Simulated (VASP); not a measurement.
# W3C in VASP: relaxation of the atoms with PBE

Aim: the relaxation of the atoms of W3C with PBE.

Everything below comes from runs of VASP 6.6.1. Logs are shortened: lines on timing, memory, paths and dates and some standing lists are left out, and cuts for length are marked.

## (1) The cell of the first run

The cell holds a slab with vacuum, 4 atoms: a = 2.855 Å, b = 2.855 Å, c = 20.197 Å, α = 90.00°, β = 90.00°, γ = 120.00°.

## (2) Relaxation of the atoms, PBE

INCAR reads:

```
ALGO = Fast
DIPOL = 0.5 0.5 0.361
EDIFF = 1E-6
EDIFFG = -0.025
ENCUT = 520
GGA = PE
IBRION = 2
IDIPOL = 3
ISIF = 2
ISMEAR = 0
LASPH = T
LCHARG = F
LDIPOL = T
LREAL = F
LWAVE = F
NELM = 100
NSW = 36
PREC = Accurate
SIGMA = 0.1
```

KPOINTS reads:

```
k-points
0
Gamma
  9 9 1
```

POSCAR reads:

```
W3C
1.0
    2.8545944806      0.0000000000      0.0000000000
   -1.4272972403      2.4721513377      0.0000000000
    0.0000000000      0.0000000000     20.1971108355
W C
3 1
Selective dynamics
Direct
    0.6666666667      0.3333333333      0.1980481284  F F F
    0.3333333333      0.6666666667      0.3143337982  F F F
    0.0000000000      0.0000000000      0.4306116309  F F F
    0.0000000000      0.5000000000      0.5009187164  F F T
```

Potentials or basis: VASP PAW PBE potentials, release 64 (W_sv, C).

The run is started by

```
> cat potpaw_PBE.64/W_sv/POTCAR potpaw_PBE.64/C/POTCAR > POTCAR
> mpirun -np 1 vasp_std > vasp.out
```

OUTCAR:

```text
EDIFF = 1E-6
   EDIFFG = -0.025
   ENCUT = 520
   GGA = PE
   IBRION = 2
   ISIF = 2
   ISMEAR = 0
   LASPH = T
   LREAL = F
   NELM = 100
   NSW = 36
   PREC = Accurate

 ion  position               nearest neighbor table
   1  0.667  0.333  0.198-   2 2.87   2 2.87   2 2.87
   2  0.333  0.667  0.314-   3 2.87   3 2.87   3 2.87   1 2.87   1 2.87   1 2.87
   3  0.000  0.000  0.431-   4 2.01   4 2.01   2 2.87   2 2.87   2 2.87
   4  0.000  0.500  0.501-   3 2.01   3 2.01

  LATTYP: Found a hexagonal cell.
 ALAT       =     2.8545944806
 C/A-ratio  =     7.0752994770

  Lattice vectors:

 A1 = (   2.8545944806,   0.0000000000,   0.0000000000)
 A2 = (  -1.4272972403,   2.4721513377,   0.0000000000)
 A3 = (   0.0000000000,   0.0000000000,  20.1971108355)

Analysis of symmetry for initial positions (statically):
=====================================================================
 Subroutine PRICEL returns:
 Original cell was already a primitive cell.

 Routine SETGRP: Setting up the symmetry group for a
 hexagonal supercell.

 Subroutine GETGRP returns: Found  2 space group operations
 (whereof  2 operations were pure point group operations)
 out of a pool of 24 trial point group operations.

The static configuration has the point symmetry C_1h.

Analysis of symmetry for dynamics (positions and initial velocities):
=====================================================================
 Subroutine PRICEL returns:
 Original cell was already a primitive cell.

 Routine SETGRP: Setting up the symmetry group for a
 hexagonal supercell.

 Subroutine GETGRP returns: Found  2 space group operations
 (whereof  2 operations were pure point group operations)
 out of a pool of 24 trial point group operations.

The dynamic configuration has the point symmetry C_1h.

Analysis of constrained symmetry for selective dynamics:
=====================================================================
 Subroutine PRICEL returns:
 Original cell was already a primitive cell.

 Routine SETGRP: Setting up the symmetry group for a
 hexagonal supercell.

 Subroutine GETGRP returns: Found  2 space group operations
 (whereof  2 operations were pure point group operations)
 out of a pool of 24 trial point group operations.

The constrained configuration has the point symmetry C_1h.

 Subroutine INISYM returns: Found  2 space group operations
 (whereof  2 operations are pure point group operations),
 and found     1 'primitive' translations

----------------------------------------------------------------------------------------

                                     Primitive cell

  volume of cell :     142.5308

  direct lattice vectors                    reciprocal lattice vectors
     2.854594481  0.000000000  0.000000000     0.350312455  0.202252990  0.000000000
    -1.427297240  2.472151338  0.000000000     0.000000000  0.404505980  0.000000000
     0.000000000  0.000000000 20.197110835     0.000000000  0.000000000  0.049512032

  length of vectors
     2.854594481  2.854594481 20.197110835     0.404505980  0.404505980  0.049512032

  position of ions in fractional coordinates (direct lattice)
     0.666666667  0.333333333  0.198048128
     0.333333333  0.666666667  0.314333798
     0.000000000  0.000000000  0.430611631
     0.000000000  0.500000000  0.500918716

  ion indices of the primitive-cell ions
   primitive index   ion index
                 1           1
                 2           2
                 3           3
                 4           4

----------------------------------------------------------------------------------------

 KPOINTS: k-points

Automatic generation of k-mesh.
 Grid dimensions read from file:
 generate k-points for:    9    9    1

 Generating k-lattice:

  Cartesian coordinates                     Fractional coordinates (reciprocal lattice)
     0.038923606  0.022472554  0.000000000     0.111111111  0.000000000  0.000000000
     0.000000000  0.044945109  0.000000000     0.000000000  0.111111111  0.000000000
     0.000000000  0.000000000  0.049512032     0.000000000  0.000000000  1.000000000

  Length of vectors
     0.044945109  0.044945109  0.049512032

  Shift w.r.t. Gamma in fractional coordinates (k-lattice)
     0.000000000  0.000000000  0.000000000

 Subroutine IBZKPT returns following result:
 ===========================================

 Found     25 irreducible k-points:

 Following reciprocal coordinates:
            Coordinates               Weight
  0.000000  0.000000  0.000000      1.000000
  0.111111 -0.000000  0.000000      2.000000
  0.000000  0.111111  0.000000      4.000000
  0.222222 -0.000000  0.000000      2.000000
  0.000000  0.222222  0.000000      4.000000
  0.333333  0.000000  0.000000      2.000000
[... 16 lines left out ...]
 -0.222222 -0.444444  0.000000      4.000000
  0.444444  0.333333  0.000000      4.000000
   k-points           NKPTS =     25   k-points in BZ     NKDIM =     25   number of bands    NBANDS=     27
   number of dos      NEDOS =    301   number of ions     NIONS =      4
   total plane-waves  NPLWV =  86400
   dimension x,y,z NGX =    24 NGY =   24 NGZ =  150
   dimension x,y,z NGXF=    48 NGYF=   48 NGZF=  300
   ions per type =               3   1
   NGX,Y,Z   is equivalent  to a cutoff of  13.98, 13.98, 12.35 a.u.
   NGXF,Y,Z  is equivalent  to a cutoff of  27.95, 27.95, 24.69 a.u.
 SYSTEM =  unknown system
   PREC   = accura    normal or accurate (medium, high low for compatibility)
   ISTART =      0    job   : 0-new  1-cont  2-samecut
   ICHARG =      2    charge: 1-file 2-atom 10-const
   ISPIN  =      1    spin polarized calculation?
   LNONCOLLINEAR =      F non collinear calculations
   LSORBIT =      F    spin-orbit coupling
   LASPH  =      T    aspherical Exc in radial PAW
   ENCUT  =  520.0 eV  38.22 Ry    6.18 a.u.   5.31  5.31 37.55*2*pi/ulx,y,z
   NELM   =    100;   NELMIN=  2; NELMDL= -5     # of ELM steps
   EDIFF  = 0.1E-05   stopping-criterion for ELM
   LREAL  =      F    real-space projection
   EDIFFG = -.3E-01   stopping-criterion for IOM
   NSW    =     36    number of steps for IOM
   IBRION =      2    ionic relax: 0-MD 1-quasi-New 2-CG
   NFREE  =      1    steps in history (QN), initial steepest desc. (CG)
   ISIF   =      2    stress and relaxation
   ISYM   =      2    0-nonsym 1-usesym 2-fastsym
   POTIM  = 0.5000    time-step for ionic-motion
   TEBEG  =    0.0;   TEEND  =   0.0 temperature during run
   PSTRESS=    0.0 pullay stress
   NELECT =      46.0000    total number of electrons
   NUPDOWN=      -1.0000    fix difference up-down
   EMIN   =  10.00;   EMAX   =-10.00  energy-range for DOS
   EFERMI =   0.00;   METHOD = LEGACY
   ISMEAR =     0;   SIGMA  =   0.10  broadening in eV -4-tet -1-fermi 0-gaus
   EFERMI_NEDOS =   21; number of points for ismear=-14 and -15
   IALGO  =     68    algorithm
   IMIX   =      4    mixing-type and parameters
     AMIX     =   0.40;   BMIX     =  1.00
     AMIX_MAG =   1.60;   BMIX_MAG =  1.00
  volume/ion in A,a.u.               =      35.63       240.46
  Fermi-wavevector in a.u.,A,eV,Ry     =   1.122943  2.122055 17.156972  1.261002
  Thomas-Fermi vector in A             =   2.259607
   LORBIT       =      0    0 simple, 1 ext, 2 COOP (PROOUT), +10 PAW based schemes
   GGA     = PE    functional components
   LHFCALC =     F    Hartree Fock is set to
   AEXX    =    0.0000 exact exchange contribution
   IVDW    =     0    specifies the selected vdW correction
   LEPSILON=     F    determine dielectric tensor
   LRPA    =     F    only Hartree local field effects (RPA)
 conjugate gradient relaxation of ions
 non-spin polarized calculation
 RMM-DIIS sequential band-by-band and
 Gauss-broadening in eV      SIGMA  =   0.10
  energy-cutoff  :      520.00
  volume of cell :      142.53
 maximum number of plane-waves:      3867
 NGX is ok and might be reduce to    24
   NGX = 11   NGY = 11   NGZ = 75

 dipolmoment           0.000000      0.000000     -0.569536 electrons x Angstroem

--------------------------------------- Ionic step        1  -------------------------------------------

 number of electron      46.0000000 magnetization

 Free energy of the ion-electron system (eV)
  ---------------------------------------------------
  ext. energy  EPLUGINS =         0.00000000
  ---------------------------------------------------
  free energy    TOTEN  =       -42.58907453 eV

  energy without entropy =      -42.56489032  energy(sigma->0) =      -42.57698242

------------------------ aborting loop because EDIFF is reached ----------------------------------------

  FORCE on cell =-STRESS in cart. coord.  units (eV):
  Direction    XX          YY          ZZ          XY          YZ          ZX
  --------------------------------------------------------------------------------------
  -------------------------------------------------------------------------------------
  Total       -1.3233572     -0.5637658     -1.9797006     -0.6578255     -0.1432862     -0.2481793
  in kB      -14.8757530     -6.3372459    -22.2536559     -7.3945641     -1.6106690     -2.7897634
  external PRESSURE =     -14.4888849 kB  Pullay stress =       0.0000000 kB
[... 61 lines left out ...]
  energy  without entropy=      -42.6480361188  energy(sigma->0) =      -42.66033626

--------------------------------------- Ionic step        3  -------------------------------------------

 number of electron      46.0000000 magnetization

 dipolmoment           0.000000      0.000000      0.055705 electrons x Angstroem

 Free energy of the ion-electron system (eV)
  ---------------------------------------------------
  ext. energy  EPLUGINS =         0.00000000
  ---------------------------------------------------
  free energy    TOTEN  =       -42.67711244 eV

  energy without entropy =      -42.65180309  energy(sigma->0) =      -42.66445776

 E-fermi :   0.3729     XC(G=0):  -6.1455

 val. band max:        0.3388838033   @ k =   0.0000   0.1111   0.0000
 cond. band min:       0.3892412572   @ k =  -0.1111   0.3333   0.0000
 fundamental gap:      0.0503574539
 Fermi energy:         0.3728726299

 k-point     1 :       0.0000    0.0000    0.0000
  band No.  band energies     occupation
      1     -73.3864      2.00000
      2     -73.3406      2.00000
      3     -73.2827      2.00000
      4     -38.0196      2.00000
      5     -37.6591      2.00000
      6     -37.2520      2.00000
[... 709 lines left out ...]
     26       2.3307      0.00000
     27       3.1089      0.00000

 [... further k-points ...]

------------------------ aborting loop because EDIFF is reached ----------------------------------------

 vacuum level on the upper side and lower side of the slab       (xc-potential included)         0.676        -0.707

  FORCE on cell =-STRESS in cart. coord.  units (eV):
  Direction    XX          YY          ZZ          XY          YZ          ZX
  --------------------------------------------------------------------------------------
  -------------------------------------------------------------------------------------
  Total       -0.2768937      1.2702583      0.7728007     -1.3398729     -0.2222753     -0.3849926
  in kB       -3.1125395     14.2788715      8.6869914    -15.0614038     -2.4985794     -4.3276714
  external PRESSURE =       6.6177745 kB  Pullay stress =       0.0000000 kB

 VOLUME and BASIS-vectors are now :
 -----------------------------------------------------------------------------
  energy-cutoff  :      520.00
  volume of cell :      142.53
      direct lattice vectors                 reciprocal lattice vectors
     2.854594481  0.000000000  0.000000000     0.350312455  0.202252990  0.000000000
    -1.427297240  2.472151338  0.000000000     0.000000000  0.404505980  0.000000000
     0.000000000  0.000000000 20.197110835     0.000000000  0.000000000  0.049512032
[... 10 lines left out ...]
  FREE ENERGIE OF THE ION-ELECTRON SYSTEM (eV)
  ---------------------------------------------------
  free  energy   TOTEN  =       -42.6771124406 eV

  energy  without entropy=      -42.6518030862  energy(sigma->0) =      -42.66445776

 reached required accuracy - stopping structural energy minimisation

 vacuum level on the upper side and lower side of the slab         6.991         5.573
```

It took 17 min on 1 thread of Oxide Virtual Turin-like, shared host; peak memory 0.29 GiB.

What came out:

- Free energy: -42.6771 eV
- Energy gained by relaxing: 22.0 meV/atom
- Ionic steps: 3
- Band gap on the k mesh: zero (bands 23 and 24 overlap by 0.79 eV)

The path:
| step | energy change (eV) | largest force on free atoms (eV/Å) | pressure (GPa) |
| --- | --- | --- | --- |
| 1 | 0.0000 | 1.6461 | -1.45 |
| 2 | -0.0836 | 0.4005 | 0.17 |
| 3 | -0.0880 | 0.0100 | 0.66 |

Final structure:
```
CELL_PARAMETERS angstrom
2.85459 0.00000 0.00000
-1.42730 2.47215 0.00000
0.00000 0.00000 20.19711
ATOMIC_POSITIONS crystal
W 0.66667 0.33333 0.19805
W 0.33333 0.66667 0.31433
W 0.00000 0.00000 0.43061
C 0.00000 0.50000 0.49591
```

Caveat: spin-orbit coupling is left out, which moves the levels of the heavy elements.
